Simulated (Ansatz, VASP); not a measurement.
Two plane-wave programs on C

```xyz
2
Lattice="0.0000 1.8729 1.8796 1.6050 0.0000 1.8796 1.6050 1.8729 0.0000" Properties=species:S:1:pos:R:3 pbc="T T T"
C     1.6050    1.8729    1.8796
C     2.4075    2.8094    2.8194
```

Change from the starting cell: strain +e along x and -e along y -0.0750, strain +e along z and -e/2 along x and y +0.0525.

Alike in both runs: task single point; functional PBE; k mesh 12 × 12 × 12; occupations gaussian, width 0.05 eV; no spin polarisation.

```csv
,VASP,Ansatz
version,VASP 6.6.1,Ansatz 0.2.0
potentials or method,"VASP PAW PBE potentials, release 64 (C), cutoff 520 eV","scalar-relativistic, plane waves, PAW"
valence electrons in the cell,8,8
```

Ansatz gave:

* gap on the k mesh at the Fermi level (eV): 0.45
* least direct gap on the mesh (eV): 3.23
* pressure (GPa): 3.9
* traceless stress, the component that is largest in VASP (GPa): 81.25

What did VASP give for the same quantities?

gap on the k mesh at the Fermi level (eV): 0.44; least direct gap on the mesh (eV): 3.23; pressure (GPa): 4.5; traceless stress, the component that is largest in VASP (GPa): 81.24.

The functional is the same, so the differences come from potentials, cutoffs and numerics.
